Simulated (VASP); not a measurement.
# TiB2 (P6/mmm) in VASP: a series of runs, part 2 of 2

VASP 6.6.1.

## 5. Relaxation of cell and atoms, LDA

This run uses another cell than the first one, of 8.55 Å³/atom.

The input, INCAR:

```
SYSTEM = TiB2
PREC     = Accurate       ! precision mode
ENCUT    = 600            ! plane-wave cutoff, eV
EDIFF    = 1E-6           ! SCF threshold, eV
ISMEAR   = -1             ! smearing method
SIGMA    = 0.15           ! smearing width, eV
LREAL    = .FALSE.        ! projectors in reciprocal space
LASPH    = .TRUE.         ! aspherical terms in the spheres
NELM     = 60             ! most SCF steps
ALGO     = Normal         ! electronic algorithm
ISIF     = 3              ! what is computed and relaxed
LWAVE    = .FALSE.        ! write WAVECAR
LCHARG   = .FALSE.        ! write CHGCAR
GGA      = CA             ! functional
IBRION   = 2              ! ionic algorithm
NSW      = 80             ! ionic steps
EDIFFG   = -0.03          ! ionic threshold
```

The input, KPOINTS:

```
Automatic mesh
0
G
  13 13 10
  0 0 0
```

The input, POSCAR:

```
TiB2
1.0
    3.0292000000      0.0000000000      0.0000000000
   -1.5146000000      2.6233641500      0.0000000000
    0.0000000000      0.0000000000      3.2284000000
Ti B
1 2
Direct
    0.0000000000      0.0000000000      0.0000000000
    0.3333333333      0.6666666667      0.5000000000
    0.6666666667      0.3333333333      0.5000000000
```

Potentials or basis: VASP PAW LDA potentials, release 64 (Ti_sv, B).

On the command line:

```console
$ cat potpaw_LDA.64/Ti_sv/POTCAR potpaw_LDA.64/B/POTCAR > POTCAR
$ mpirun -np 1 vasp_std > vasp.out
```

OUTCAR:

```text
SYSTEM = TiB2
   PREC = Accurate
   ENCUT = 600
   EDIFF = 1E-6
   ISMEAR = -1
   LREAL = .FALSE.
   LASPH = .TRUE.
   NELM = 60
   ISIF = 3
   GGA = CA
   IBRION = 2
   NSW = 80
   EDIFFG = -0.03

 ion  position               nearest neighbor table
   1  0.000  0.000  0.000-   2 2.38   2 2.38   3 2.38   3 2.38   2 2.38   3 2.38   2 2.38   3 2.38
                             3 2.38   3 2.38   2 2.38   2 2.38
   2  0.333  0.667  0.500-   3 1.75   3 1.75   3 1.75   1 2.38   1 2.38   1 2.38   1 2.38   1 2.38
                             1 2.38
   3  0.667  0.333  0.500-   2 1.75   2 1.75   2 1.75   1 2.38   1 2.38   1 2.38   1 2.38   1 2.38
                             1 2.38

  LATTYP: Found a hexagonal cell.
 ALAT       =     3.0292000000
 C/A-ratio  =     1.0657599366

  Lattice vectors:

 A1 = (   3.0292000000,   0.0000000000,   0.0000000000)
 A2 = (  -1.5146000000,   2.6233641500,   0.0000000000)
 A3 = (   0.0000000000,   0.0000000000,   3.2284000000)

Analysis of symmetry for initial positions (statically):
=====================================================================
 Subroutine PRICEL returns:
 Original cell was already a primitive cell.

 Routine SETGRP: Setting up the symmetry group for a
 hexagonal supercell.

 Subroutine GETGRP returns: Found 24 space group operations
 (whereof 24 operations were pure point group operations)
 out of a pool of 24 trial point group operations.

The static configuration has the point symmetry D_6h.

Analysis of symmetry for dynamics (positions and initial velocities):
=====================================================================
 Subroutine PRICEL returns:
 Original cell was already a primitive cell.

 Routine SETGRP: Setting up the symmetry group for a
 hexagonal supercell.

 Subroutine GETGRP returns: Found 24 space group operations
 (whereof 24 operations were pure point group operations)
 out of a pool of 24 trial point group operations.

The dynamic configuration has the point symmetry D_6h.

 Subroutine INISYM returns: Found 24 space group operations
 (whereof 24 operations are pure point group operations),
 and found     1 'primitive' translations

[... 107 lines left out ...]
   NELECT =      18.0000    total number of electrons
   NUPDOWN=      -1.0000    fix difference up-down
   EMIN   =  10.00;   EMAX   =-10.00  energy-range for DOS
   EFERMI =   0.00;   METHOD = LEGACY
   ISMEAR =    -1;   SIGMA  =   0.15  broadening in eV -4-tet -1-fermi 0-gaus
   EFERMI_NEDOS =   21; number of points for ismear=-14 and -15
   IALGO  =     38    algorithm
   IMIX   =      4    mixing-type and parameters
     AMIX     =   0.40;   BMIX     =  1.00
     AMIX_MAG =   1.60;   BMIX_MAG =  1.00
  volume/ion in A,a.u.               =       8.55        57.71
  Fermi-wavevector in a.u.,A,eV,Ry     =   1.454703  2.748990 28.792122  2.116161
  Thomas-Fermi vector in A             =   2.571823
   LORBIT       =      0    0 simple, 1 ext, 2 COOP (PROOUT), +10 PAW based schemes
   GGA     = CA    functional components
   LHFCALC =     F    Hartree Fock is set to
   AEXX    =    0.0000 exact exchange contribution
   IVDW    =     0    specifies the selected vdW correction
   LEPSILON=     F    determine dielectric tensor
   LRPA    =     F    only Hartree local field effects (RPA)
 conjugate gradient relaxation of ions
 non-spin polarized calculation
  energy-cutoff  :      600.00
  volume of cell :       25.66
 maximum number of plane-waves:       874
   NGX = 13   NGY = 13   NGZ = 13

--------------------------------------- Ionic step        1  -------------------------------------------

 number of electron      18.0000002 magnetization

 Free energy of the ion-electron system (eV)
  ---------------------------------------------------
  ext. energy  EPLUGINS =         0.00000000
  ---------------------------------------------------
  free energy    TOTEN  =       -26.89974193 eV

  energy without entropy =      -26.86910455  energy(sigma->0) =      -26.88442324

 E-fermi :   9.9082     XC(G=0): -12.9521

 val. band max:        9.8882490373   @ k =   0.2308   0.2308   0.0000
 cond. band min:       9.9627219990   @ k =   0.0769   0.0000   0.4000
 fundamental gap:      0.0744729617
 Fermi energy:         9.9082158281

 k-point     1 :       0.0000    0.0000    0.0000
  band No.  band energies     occupation
      1     -46.3181      2.00000
      2     -23.0622      2.00000
      3     -22.7366      2.00000
      4     -22.7366      2.00000
      5      -3.3740      2.00000
      6       7.3332      2.00000
      7       7.3332      2.00000
      8       7.6629      2.00000
      9       7.8062      2.00000
     10      11.7956      0.00001
     11      11.7956      0.00001
     12      13.5578      0.00000
     13      13.5578      0.00000
[... 515 lines left out ...]
--------------------------------------- Ionic step        5  -------------------------------------------

 number of electron      18.0000003 magnetization

 Free energy of the ion-electron system (eV)
  ---------------------------------------------------
  ext. energy  EPLUGINS =         0.00000000
  ---------------------------------------------------
  free energy    TOTEN  =       -26.93758847 eV

  energy without entropy =      -26.90878859  energy(sigma->0) =      -26.92318853

 E-fermi :  10.4020     XC(G=0): -13.1631

 val. band max:       10.3452811843   @ k =   0.2308   0.2308   0.0000
 cond. band min:      10.4178349985   @ k =   0.3846   0.1538   0.0000
 fundamental gap:      0.0725538142
 Fermi energy:        10.4020140413

 k-point     1 :       0.0000    0.0000    0.0000
  band No.  band energies     occupation
      1     -45.7126      2.00000
      2     -22.4586      2.00000
      3     -22.1189      2.00000
      4     -22.1189      2.00000
      5      -3.1028      2.00000
      6       7.6633      2.00000
      7       7.6633      2.00000
      8       8.2140      2.00000
      9       8.2519      2.00000
     10      12.4206      0.00000
     11      12.4206      0.00000
     12      14.3159      0.00000
     13      14.3159      0.00000
[... 398 lines left out ...]
  FREE ENERGIE OF THE ION-ELECTRON SYSTEM (eV)
  ---------------------------------------------------
  free  energy   TOTEN  =       -26.9375884655 eV

  energy  without entropy=      -26.9087885877  energy(sigma->0) =      -26.92318853

 reached required accuracy - stopping structural energy minimisation
```

OSZICAR:

```text
N       E                     dE             d eps       ncg     rms          rms(c)
DAV:   1     0.133249508495E+03    0.13325E+03   -0.10156E+04  3276   0.174E+03
DAV:   2    -0.212113863302E+02   -0.15446E+03   -0.15030E+03  3336   0.413E+02
DAV:   3    -0.317838953376E+02   -0.10573E+02   -0.10403E+02  4788   0.987E+01
[... 47 lines left out ...]
DAV:   2    -0.269384724532E+02    0.17553E-02   -0.69106E-03  3311   0.850E-01    0.215E-01
DAV:   3    -0.269376012155E+02    0.87124E-03   -0.13743E-03  3999   0.476E-01    0.327E-02
DAV:   4    -0.269375925962E+02    0.86193E-05   -0.94579E-05  3539   0.120E-01    0.144E-02
DAV:   5    -0.269375887276E+02    0.38685E-05   -0.75291E-06  3892   0.344E-02    0.501E-03
DAV:   6    -0.269375884655E+02    0.26214E-06   -0.52747E-07  1943   0.105E-02
   5 F= -.26937588E+02 E0= -.26923189E+02  d E =-.122695E-02
```

It took 63 s on 1 thread of Intel Xeon 6975P-C (Granite Rapids), shared host; peak memory 0.18 GiB.

What came out:

```yaml
Free_energy: -26.9376 eV
Relaxed_volume: 8.19 Å³/atom
Relaxed_cell: a = 2.995 Å, b = 2.995 Å, c = 3.162 Å, α = 90.00°, β = 90.00°, γ = 120.00°
Space_group_after_relaxing_to_0.1_Å: P6/mmm (No. 191)
Energy_gained_by_relaxing: 12.6 meV/atom
Ionic_steps: 5
Pressure_after_relaxing: 0.2 GPa
Band_gap_on_the_k_mesh: zero (bands 9 and 10 overlap by 0.56 eV)
```

The path:
| step | energy change (eV) | largest force (eV/Å) | pressure (GPa) | volume (Å³) |
| --- | --- | --- | --- | --- |
| 1 | 0.0000 | 0.0000 | -10.66 | 25.66 |
| 2 | 0.0007 | 0.0000 | 12.53 | 23.60 |
| 3 | -0.0366 | 0.0000 | 0.04 | 24.61 |
| 4 | -0.0366 | 0.0000 | 0.23 | 24.58 |
| 5 | -0.0378 | 0.0000 | 0.16 | 24.57 |

Final structure:
```cif
data_structure
_symmetry_space_group_name_H-M 'P 1'
_symmetry_Int_Tables_number 1
_cell_length_a 2.9954
_cell_length_b 2.9954
_cell_length_c 3.1618
_cell_angle_alpha 90.000
_cell_angle_beta 90.000
_cell_angle_gamma 120.000
_cell_volume 24.57
loop_
_atom_site_label
_atom_site_type_symbol
_atom_site_fract_x
_atom_site_fract_y
_atom_site_fract_z
_atom_site_occupancy
Ti1 Ti 0.00000 0.00000 0.00000 1
B1 B 0.33333 0.66667 0.50000 1
B2 B 0.66667 0.33333 0.50000 1
```

Levels at points of the mesh, in eV from the Fermi level:
| k point | band 5 | band 6 | band 7 | band 8 | band 9 | band 10 | band 11 | band 12 | band 13 |
| --- | --- | --- | --- | --- | --- | --- | --- | --- | --- |
| (0.00, 0.00, 0.00) | -13.50 | -2.74 | -2.74 | -2.19 | -2.15 | 2.02 | 2.02 | 3.91 | 3.91 |
| (0.00, 0.00, 0.50) | -11.39 | -7.68 | -0.56 | -0.56 | -0.24 | -0.24 | 0.46 | 0.46 | 1.85 |

LDA usually gives volumes a few per cent too small. Zero-point motion and thermal expansion aren't in these numbers.

## 6. Overview

| task | level | potentials or basis | cell | cutoff (eV) | gap on the mesh (eV) | pressure (GPa) |
| --- | --- | --- | --- | --- | --- | --- |
| single point | LDA | VASP PAW LDA potentials, release 64 (Ti_sv, B) | a = 2.994, b = 2.994, c = 3.160 Å, angles 90.0, 90.0, 120.0°, 3 atoms | 520 | none | 0.6 |
| single point | PBE | VASP PAW PBE potentials, release 64 (Ti_sv, B) | a = 3.033, b = 3.033, c = 3.224 Å, angles 90.0, 90.0, 120.0°, 3 atoms | 520 | none | 0.2 |
| single point | r2SCAN | VASP PAW PBE potentials, release 64 (Ti_sv, B) | a = 3.025, b = 3.025, c = 3.223 Å, angles 90.0, 90.0, 120.0°, 3 atoms | 520 | none | 0.8 |
| relaxation of cell and atoms | LDA | VASP PAW LDA potentials, release 64 (Ti_sv, B) | relaxed from a = 3.029, b = 3.029, c = 3.228 Å, angles 90.0, 90.0, 120.0°, 3 atoms | 600 | none | 0.2 |

Alike in all rows: no spin polarisation; k mesh 13 × 13 × 10; smearing fermi-dirac 0.15 eV.

Caveats: the PAW data sets were made with another functional, which shifts forces and pressure a little (at least some runs).

Total energies depend on the potentials used, so only differences within one code and one set of settings carry meaning.
